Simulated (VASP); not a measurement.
# CoO (I4/mmm) in VASP: a series of runs

The runs below take CoO through single point, with PBEsol+U.

Program: VASP 6.6.1. These are calculated values, not measurements. Logs are shortened: lines on timing, memory, paths and dates and some standing lists are left out, and cuts for length are marked.

## (1) The cell of the first run

It takes space group I4/mmm (No. 139, tetragonal). The conventional cell has a = 3.016 Å, b = 3.016 Å, c = 4.215 Å, α = 90.00°, β = 90.00°, γ = 90.00°. Within 2.8 Å of Co (site symmetry 4/mmm) lie 6 O at 2.11 to 2.13 Å. Within 2.8 Å of O (site symmetry 4/mmm) lie 6 Co at 2.11 to 2.13 Å.

## (2) Single point, PBEsol+U, collinear spin, ferrimagnetic start

Contents of INCAR:

```
ALGO = Normal
EDIFF = 1E-6
ENCUT = 600
GGA = PS
GGA_COMPAT = False
ISIF = 2
ISMEAR = 0
ISPIN = 2
LASPH = True
LCHARG = False
LDAU = True
LDAUJ = 0.5 0
LDAUL = 2 -1
LDAUPRINT = 1
LDAUTYPE = 1
LDAUU = 4 0
LMAXMIX = 4
LORBIT = 11
LREAL = False
LWAVE = False
MAGMOM = 2.34 -0.02
NBANDS = 22
NELM = 200
NUPDOWN = 2.25
PREC = Accurate
SIGMA = 0.05
```

Contents of KPOINTS:

```
k-points
0
Gamma
  9 9 9
```

Contents of POSCAR:

```
CoO
1.0
   -1.5080004400      1.5080004400      2.1072503600
    1.5080004400     -1.5080004400      2.1072503600
    1.5080004400      1.5080004400     -2.1072503600
Co O
1 1
Direct
    0.0000000000      0.0000000000      0.0000000000
    0.5000000000      0.5000000000      0.0000000000
```

Potentials or basis: VASP PAW PBE potentials, release 64 (Co_sv, O).

On the command line:

```bash
> cat potpaw_PBE.64/Co_sv/POTCAR potpaw_PBE.64/O/POTCAR > POTCAR
> mpirun -np 1 vasp_std > vasp.out
```

OUTCAR:

```text
EDIFF = 1E-6
   ENCUT = 600
   GGA = PS
   ISIF = 2
   ISMEAR = 0
   ISPIN = 2
   LASPH = True
   LORBIT = 11
   LREAL = False
   NELM = 200
   NUPDOWN = 2.25
   PREC = Accurate

 ion  position               nearest neighbor table
   1  0.000  0.000  0.000-   2 2.11   2 2.11   2 2.13   2 2.13   2 2.13   2 2.13
   2  0.500  0.500  0.000-   1 2.11   1 2.11   1 2.13   1 2.13   1 2.13   1 2.13

  LATTYP: Found a body centered tetragonal cell.
 ALAT       =     3.0160008800
 C/A-ratio  =     1.3973804676

  Lattice vectors:

 A1 = (  -1.5080004400,   1.5080004400,   2.1072503600)
 A2 = (   1.5080004400,  -1.5080004400,   2.1072503600)
 A3 = (   1.5080004400,   1.5080004400,  -2.1072503600)

Analysis of symmetry for initial positions (statically):
=====================================================================
 Subroutine PRICEL returns:
 Original cell was already a primitive cell.

 Routine SETGRP: Setting up the symmetry group for a
 body centered tetragonal supercell.

 Subroutine GETGRP returns: Found 16 space group operations
 (whereof 16 operations were pure point group operations)
 out of a pool of 16 trial point group operations.

The static configuration has the point symmetry D_4h.

Analysis of symmetry for dynamics (positions and initial velocities):
=====================================================================
 Subroutine PRICEL returns:
 Original cell was already a primitive cell.

 Routine SETGRP: Setting up the symmetry group for a
 body centered tetragonal supercell.

 Subroutine GETGRP returns: Found 16 space group operations
 (whereof 16 operations were pure point group operations)
 out of a pool of 16 trial point group operations.

The dynamic configuration has the point symmetry D_4h.

Analysis of structural, dynamic, and magnetic symmetry:
=====================================================================
 Subroutine PRICEL returns:
 Original cell was already a primitive cell.

 Routine SETGRP: Setting up the symmetry group for a
 body centered tetragonal supercell.

 Subroutine GETGRP returns: Found 16 space group operations
 (whereof 16 operations were pure point group operations)
 out of a pool of 16 trial point group operations.

The overall configuration has the point symmetry D_4h.

 Subroutine INISYM returns: Found 16 space group operations
 (whereof 16 operations are pure point group operations),
 and found     1 'primitive' translations

----------------------------------------------------------------------------------------

                                     Primitive cell

  volume of cell :      19.1681

  direct lattice vectors                    reciprocal lattice vectors
    -1.508000440  1.508000440  2.107250360     0.000000000  0.331564890  0.237276030
     1.508000440 -1.508000440  2.107250360     0.331564890  0.000000000  0.237276030
     1.508000440  1.508000440 -2.107250360     0.331564890  0.331564890  0.000000000

  length of vectors
     2.998105191  2.998105191  2.998105191     0.407719500  0.407719500  0.468903564

  position of ions in fractional coordinates (direct lattice)
     0.000000000  0.000000000  0.000000000
     0.500000000  0.500000000  0.000000000

  ion indices of the primitive-cell ions
   primitive index   ion index
                 1           1
                 2           2

----------------------------------------------------------------------------------------

 KPOINTS: k-points
[... 60 lines left out ...]
   ISTART =      0    job   : 0-new  1-cont  2-samecut
   ICHARG =      2    charge: 1-file 2-atom 10-const
   ISPIN  =      2    spin polarized calculation?
   LNONCOLLINEAR =      F non collinear calculations
   LSORBIT =      F    spin-orbit coupling
   LASPH  =      T    aspherical Exc in radial PAW
   ENCUT  =  600.0 eV  44.10 Ry    6.64 a.u.   5.99  5.99  5.99*2*pi/ulx,y,z
   NELM   =    200;   NELMIN=  2; NELMDL= -5     # of ELM steps
   EDIFF  = 0.1E-05   stopping-criterion for ELM
   LREAL  =      F    real-space projection
   EDIFFG = 0.1E-04   stopping-criterion for IOM
   NSW    =      0    number of steps for IOM
   IBRION =     -1    ionic relax: 0-MD 1-quasi-New 2-CG
   NFREE  =      0    steps in history (QN), initial steepest desc. (CG)
   ISIF   =      2    stress and relaxation
   ISYM   =      2    0-nonsym 1-usesym 2-fastsym
   POTIM  = 0.5000    time-step for ionic-motion
   TEBEG  =    0.0;   TEEND  =   0.0 temperature during run
   PSTRESS=    0.0 pullay stress
   NELECT =      23.0000    total number of electrons
   NUPDOWN=       2.2500    fix difference up-down
   EMIN   =  10.00;   EMAX   =-10.00  energy-range for DOS
   EFERMI =   0.00;   METHOD = LEGACY
   ISMEAR =     0;   SIGMA  =   0.05  broadening in eV -4-tet -1-fermi 0-gaus
   EFERMI_NEDOS =   21; number of points for ismear=-14 and -15
   IALGO  =     38    algorithm
   IMIX   =      4    mixing-type and parameters
     AMIX     =   0.40;   BMIX     =  1.00
     AMIX_MAG =   1.60;   BMIX_MAG =  1.00
  volume/ion in A,a.u.               =       9.58        64.68
  Fermi-wavevector in a.u.,A,eV,Ry     =   1.739633  3.287431 41.175646  3.026325
  Thomas-Fermi vector in A             =   2.812437
   LORBIT       =     11    0 simple, 1 ext, 2 COOP (PROOUT), +10 PAW based schemes
 LDA+U is selected, type is set to LDAUTYPE =  1
   angular momentum for each species LDAUL =     2   -1
   U (eV)           for each species LDAUU =   4.0  0.0
   J (eV)           for each species LDAUJ =   0.5  0.0
   GGA     = PS    functional components
   LHFCALC =     F    Hartree Fock is set to
   AEXX    =    0.0000 exact exchange contribution
   IVDW    =     0    specifies the selected vdW correction
   LEPSILON=     F    determine dielectric tensor
   LRPA    =     F    only Hartree local field effects (RPA)
 spin polarized calculation
 Gauss-broadening in eV      SIGMA  =   0.05
  energy-cutoff  :      600.00
  volume of cell :       19.17
 maximum number of plane-waves:       648
   NGX = 11   NGY = 11   NGZ = 11

atom =   1  type =  1  l = 2

 onsite density matrix

spin component  1

  0.8489  0.0000 -0.0000  0.0000  0.0000
  0.0000  0.9163 -0.0000  0.0000 -0.0000
 -0.0000 -0.0000  0.8898  0.0000  0.0000
  0.0000  0.0000  0.0000  0.9163  0.0000
  0.0000 -0.0000  0.0000  0.0000  0.9085

spin component  2

  0.0768  0.0000  0.0000 -0.0000 -0.0000
  0.0000  0.6135 -0.0000  0.0000 -0.0000
  0.0000 -0.0000  0.0883 -0.0000  0.0000
 -0.0000  0.0000 -0.0000  0.6135  0.0000
 -0.0000 -0.0000  0.0000  0.0000  0.9042

 occupancies and eigenvectors

  o =  0.0768  v =  0.0000  0.0000  0.0000  0.0000  0.0000  1.0000  0.0000  0.0000  0.0000  0.0000      0.0000  0.0000  0.0000  0.0000  0.0000  0.0000  0.0000  0.0000  0.0000  0.0000
  o =  0.0883  v =  0.0000  0.0000  0.0000  0.0000  0.0000  0.0000 -0.0000  1.0000  0.0000 -0.0000      0.0000  0.0000  0.0000  0.0000  0.0000  0.0000  0.0000  0.0000  0.0000  0.0000
  o =  0.6135  v =  0.0000  0.0000  0.0000  0.0000  0.0000  0.0000 -0.4191  0.0000 -0.9079 -0.0000      0.0000  0.0000  0.0000  0.0000  0.0000  0.0000  0.0000  0.0000  0.0000  0.0000
  o =  0.6135  v =  0.0000  0.0000  0.0000  0.0000  0.0000  0.0000 -0.9079 -0.0000  0.4191  0.0000      0.0000  0.0000  0.0000  0.0000  0.0000  0.0000  0.0000  0.0000  0.0000  0.0000
  o =  0.8489  v =  1.0000  0.0000  0.0000  0.0000  0.0000  0.0000  0.0000  0.0000  0.0000  0.0000      0.0000  0.0000  0.0000  0.0000  0.0000  0.0000  0.0000  0.0000  0.0000  0.0000
  o =  0.8898  v =  0.0000 -0.0000  1.0000  0.0000 -0.0000  0.0000  0.0000  0.0000  0.0000  0.0000      0.0000  0.0000  0.0000  0.0000  0.0000  0.0000  0.0000  0.0000  0.0000  0.0000
  o =  0.9042  v =  0.0000  0.0000  0.0000  0.0000  0.0000  0.0000  0.0000 -0.0000  0.0000 -1.0000      0.0000  0.0000  0.0000  0.0000  0.0000  0.0000  0.0000  0.0000  0.0000  0.0000
  o =  0.9085  v =  0.0000  0.0000 -0.0000  0.0000 -1.0000  0.0000  0.0000  0.0000  0.0000  0.0000      0.0000  0.0000  0.0000  0.0000  0.0000  0.0000  0.0000  0.0000  0.0000  0.0000
  o =  0.9163  v =  0.0000  0.6401  0.0000 -0.7683 -0.0000  0.0000  0.0000  0.0000  0.0000  0.0000      0.0000  0.0000  0.0000  0.0000  0.0000  0.0000  0.0000  0.0000  0.0000  0.0000
  o =  0.9163  v =  0.0000  0.7683  0.0000  0.6401  0.0000  0.0000  0.0000  0.0000  0.0000  0.0000      0.0000  0.0000  0.0000  0.0000  0.0000  0.0000  0.0000  0.0000  0.0000  0.0000

 number of electron      22.9999977 magnetization       2.2499960

 Free energy of the ion-electron system (eV)
  ---------------------------------------------------
  ext. energy  EPLUGINS =         0.00000000
  ---------------------------------------------------
  free energy    TOTEN  =       -11.79178559 eV

  energy without entropy =      -11.78515961  energy(sigma->0) =      -11.78847260

 E-fermi :   8.6602     XC(G=0): -12.9737

 val. band max:        8.6554110945   @ k =  -0.3333   0.4444   0.3333
 cond. band min:       8.0388323315   @ k =   0.3333   0.1111   0.1111
 fundamental gap:     -0.6165787629
 Fermi energy:         8.0290227554

 spin component 1

 k-point     1 :       0.0000    0.0000    0.0000
  band No.  band energies     occupation
      1     -87.1127      1.00000
      2     -50.8587      1.00000
      3     -50.3347      1.00000
      4     -50.3347      1.00000
      5     -11.2861      1.00000
      6       4.4425      1.00000
[... 1193 lines left out ...]
     21      39.3558      0.00000
     22      41.1778      0.00000

 [... further k-points ...]
[... 5 lines left out ...]
  --------------------------------------------------------------------------------------
  -------------------------------------------------------------------------------------
  Total       -1.6464586     -1.6464586     -1.6532565      0.0000000      0.0000000      0.0000000
  in kB     -137.6202465   -137.6202465   -138.1884531      0.0000000      0.0000000      0.0000000
  external PRESSURE =    -137.8096487 kB  Pullay stress =       0.0000000 kB

 VOLUME and BASIS-vectors are now :
 -----------------------------------------------------------------------------
  energy-cutoff  :      600.00
  volume of cell :       19.17
      direct lattice vectors                 reciprocal lattice vectors
    -1.508000440  1.508000440  2.107250360     0.000000000  0.331564890  0.237276030
     1.508000440 -1.508000440  2.107250360     0.331564890  0.000000000  0.237276030
     1.508000440  1.508000440 -2.107250360     0.331564890  0.331564890  0.000000000

 POSITION                                       TOTAL-FORCE (eV/Angst)
 -----------------------------------------------------------------------------------
      0.00000      0.00000      0.00000         0.000000      0.000000      0.000000
      0.00000      0.00000      2.10725        -0.000000      0.000000     -0.000000
 -----------------------------------------------------------------------------------
    total drift:                               -0.000000      0.000000      0.000000

  FREE ENERGIE OF THE ION-ELECTRON SYSTEM (eV)
  ---------------------------------------------------
  free  energy   TOTEN  =       -11.7917855905 eV

  energy  without entropy=      -11.7851596100  energy(sigma->0) =      -11.78847260

 total charge

# of ion       s       p       d       tot
------------------------------------------
    1        2.142   6.059   6.749  14.950
    2        1.549   3.399   0.000   4.948
--------------------------------------------------
tot          3.691   9.459   6.749  19.898

 magnetization (x)

# of ion       s       p       d       tot
------------------------------------------
    1        0.014   0.010   2.179   2.203
    2        0.021  -0.024   0.000  -0.004
--------------------------------------------------
tot          0.035  -0.015   2.179   2.199
```

Wall time 68 s (1 thread of AMD EPYC 9R45 (Zen 5), shared host); peak memory 0.15 GiB.

Results:

| Property | Result |
| --- | --- |
| Free energy | -11.7918 eV |
| Pressure | -13.8 GPa |
| Net moment | 2.25 μB per cell |
| Site moments | Co +2.20; O -0.00 μB |
| Valence electrons inside the program's atomic spheres | Co 14.95; O 4.95 |

Eigenvalues of the final occupation matrices:
| site | spin | trace | eigenvalues |
| --- | --- | --- | --- |
| site 1 d | 1 | 4.48 | 0.85 0.89 0.91 0.92 0.92 |
| site 1 d | 2 | 2.30 | 0.08 0.09 0.61 0.61 0.90 |

Caveat: the PAW data sets were made with another functional, which shifts forces and pressure a little; the total moment is fixed, so each spin has its own Fermi level; a cell with one magnetic atom can't hold antiferromagnetic order, which such compounds often take. The state reached can hang on the start; a lower one may exist.

## (3) Single point, PBEsol+U, collinear spin, ferromagnetic start

Contents of INCAR:

```
PREC = Accurate ; ENCUT = 600
EDIFF = 1E-6 ; ISMEAR = 0
SIGMA = 0.05 ; LREAL = F
LASPH = T ; NELM = 200
ALGO = Normal ; ISIF = 2
LWAVE = F ; LCHARG = F
ISPIN = 2 ; MAGMOM = 3 0
LORBIT = 11 ; LMAXMIX = 4
LDAU = T ; LDAUTYPE = 1
LDAUL = 2 -1 ; LDAUU = 4 0
LDAUJ = 0.5 0 ; LDAUPRINT = 1
GGA = PS ; NBANDS = 22
GGA_COMPAT = F
```

Contents of KPOINTS:

```
Automatic mesh
0
Gamma
  9 9 9
```

POSCAR is that of step 2.

Potentials or basis: VASP PAW PBE potentials, release 64 (Co_sv, O).

On the command line:

```bash
> cat potpaw_PBE.64/Co_sv/POTCAR potpaw_PBE.64/O/POTCAR > POTCAR
> mpirun -np 1 vasp_std > vasp.out
```

It took 54 s on 1 thread of Intel Xeon Platinum 8488C (Sapphire Rapids), shared host; peak memory 0.18 GiB.

The run converged. Its results:

- Free energy: -12.0616 eV
- Pressure: -8.9 GPa
- Band gap on the k mesh: zero (filled and empty bands overlap)
- Net moment: 3.00 μB per cell
- Site moments: Co +2.69; O +0.24 μB
- Valence electrons inside the program's atomic spheres: Co 14.88; O 4.99

Stress tensor (GPa, compression positive):
```
 -5.97   0.00   0.00
  0.00  -5.97   0.00
  0.00   0.00 -14.62
```

Levels at points of the mesh, in eV from the Fermi level:
Spin up:
| k point | band 9 | band 10 | band 11 | band 12 | band 13 | band 14 | band 15 | band 16 | band 17 | band 18 |
| --- | --- | --- | --- | --- | --- | --- | --- | --- | --- | --- |
| (0.00, 0.00, 0.00) | -4.83 | -3.69 | -3.04 | -2.90 | -2.90 | 0.99 | 16.60 | 17.41 | 17.41 | 17.86 |
Spin down:
```tsv
k point	band 7	band 8	band 9	band 10	band 11	band 12	band 13	band 14
(0.00, 0.00, 0.00)	-2.44	-2.44	-2.41	-1.07	-1.07	0.91	1.51	1.77
```

Eigenvalues of the final occupation matrices:
```csv
site,spin,trace,eigenvalues
site 1 d,1,4.68,0.92 0.93 0.93 0.95 0.96
site 1 d,2,2.01,0.09 0.11 0.45 0.45 0.91
```

Caveat: the PAW data sets were made with another functional, which shifts forces and pressure a little; a cell with one magnetic atom can't hold antiferromagnetic order, which such compounds often take. The state reached can hang on the start; a lower one may exist.

## (4) Single point, PBEsol+U, collinear spin, ferromagnetic start

Contents of INCAR:

```
SYSTEM = CoO
PREC = Accurate
ENCUT = 600
EDIFF = 1E-6
ISMEAR = 0
SIGMA = 0.05
LREAL = .FALSE.
LASPH = .TRUE.
NELM = 200
ALGO = Normal
ISIF = 2
LWAVE = .FALSE.
LCHARG = .FALSE.
ISPIN = 2
MAGMOM = 3 0
LORBIT = 11
LMAXMIX = 4
LDAU = .TRUE.
LDAUTYPE = 1
LDAUL = 2 -1
LDAUU = 4 0
LDAUJ = 0.5 0
LDAUPRINT = 1
GGA = PS
NBANDS = 22
GGA_COMPAT = .FALSE.
```

Contents of KPOINTS:

```
Automatic mesh
0
G
  9 9 9
  0 0 0
```

POSCAR is that of step 3.

On the command line:

```bash
> cat potpaw_PBE.64/Co_sv/POTCAR potpaw_PBE.64/O/POTCAR > POTCAR
> mpirun -np 1 vasp_std > vasp.out
```

Wall time 60 s (1 thread of AMD EPYC 9R45 (Zen 5), shared host); peak memory 0.15 GiB.

Results (log left out):

- Free energy: -12.0616 eV
- Pressure: -8.9 GPa
- Band gap on the k mesh: zero (filled and empty bands overlap)
- Net moment: 3.00 μB per cell
- Site moments: Co +2.69; O +0.24 μB
- Valence electrons inside the program's atomic spheres: Co 14.88; O 4.99

Stress tensor (GPa, compression positive):
```
 -5.97   0.00   0.00
  0.00  -5.97   0.00
  0.00   0.00 -14.62
```

Levels at points of the mesh, in eV from the Fermi level:
Spin up:
| k point | band 9 | band 10 | band 11 | band 12 | band 13 | band 14 | band 15 | band 16 | band 17 | band 18 |
| --- | --- | --- | --- | --- | --- | --- | --- | --- | --- | --- |
| (0.00, 0.00, 0.00) | -4.83 | -3.69 | -3.04 | -2.90 | -2.90 | 0.99 | 16.60 | 17.41 | 17.41 | 17.86 |
Spin down:
| k point | band 8 | band 9 | band 10 | band 11 | band 12 | band 13 |
| --- | --- | --- | --- | --- | --- | --- |
| (0.00, 0.00, 0.00) | -2.44 | -2.41 | -1.07 | -1.07 | 0.91 | 1.51 |

Eigenvalues of the final occupation matrices:
```tsv
site	spin	trace	eigenvalues
site 1 d	1	4.68	0.92 0.93 0.93 0.95 0.96
site 1 d	2	2.01	0.09 0.11 0.45 0.45 0.91
```

Caveat: the PAW data sets were made with another functional, which shifts forces and pressure a little; a cell with one magnetic atom can't hold antiferromagnetic order, which such compounds often take. The state reached can hang on the start; a lower one may exist.

## (5) Single point, PBEsol+U, collinear spin, ferromagnetic start

Contents of INCAR:

```
ALGO = Normal ; EDIFF = 1E-6
ENCUT = 600 ; GGA = PS
GGA_COMPAT = F ; ISIF = 2
ISMEAR = 0 ; ISPIN = 2
LASPH = T ; LCHARG = F
LDAU = T ; LDAUJ = 0.5 0
LDAUL = 2 -1 ; LDAUPRINT = 1
LDAUTYPE = 1 ; LDAUU = 4 0
LMAXMIX = 4 ; LORBIT = 11
LREAL = F ; LWAVE = F
MAGMOM = 2.85 0.25 ; NBANDS = 22
NELM = 200 ; PREC = Accurate
SIGMA = 0.05
```

Contents of KPOINTS:

```
k-points
0
Gamma
  9 9 9
```

POSCAR is that of step 4.

On the command line:

```bash
> cat potpaw_PBE.64/Co_sv/POTCAR potpaw_PBE.64/O/POTCAR > POTCAR
> mpirun -np 1 vasp_std > vasp.out
```

Wall time 76 s (1 thread of AMD EPYC 9R45 (Zen 5), shared host); peak memory 0.15 GiB.

Results (log left out):

| Quantity | Value |
| --- | --- |
| Free energy | -12.0616 eV |
| Pressure | -8.9 GPa |
| Band gap on the k mesh | zero (filled and empty bands overlap) |
| Net moment | 3.00 μB per cell |
| Site moments | Co +2.69; O +0.24 μB |
| Valence electrons inside the program's atomic spheres | Co 14.88; O 4.99 |

Stress tensor (GPa, compression positive):
```
 -5.98   0.00   0.00
  0.00  -5.98   0.00
  0.00   0.00 -14.62
```

Levels at points of the mesh, in eV from the Fermi level:
Spin up:
| k point | band 10 | band 11 | band 12 | band 13 | band 14 | band 15 | band 16 | band 17 |
| --- | --- | --- | --- | --- | --- | --- | --- | --- |
| (0.00, 0.00, 0.00) | -3.69 | -3.04 | -2.90 | -2.90 | 0.99 | 16.60 | 17.41 | 17.41 |
Spin down:
```tsv
k point	band 6	band 7	band 8	band 9	band 10	band 11	band 12	band 13	band 14	band 15
(0.00, 0.00, 0.00)	-2.54	-2.44	-2.44	-2.41	-1.07	-1.07	0.91	1.51	1.77	16.48
```

Eigenvalues of the final occupation matrices:
| site | spin | trace | eigenvalues |
| --- | --- | --- | --- |
| site 1 d | 1 | 4.68 | 0.92 0.93 0.93 0.95 0.96 |
| site 1 d | 2 | 2.01 | 0.09 0.11 0.45 0.45 0.91 |

Caveat: the PAW data sets were made with another functional, which shifts forces and pressure a little; a cell with one magnetic atom can't hold antiferromagnetic order, which such compounds often take. The state reached can hang on the start; a lower one may exist.
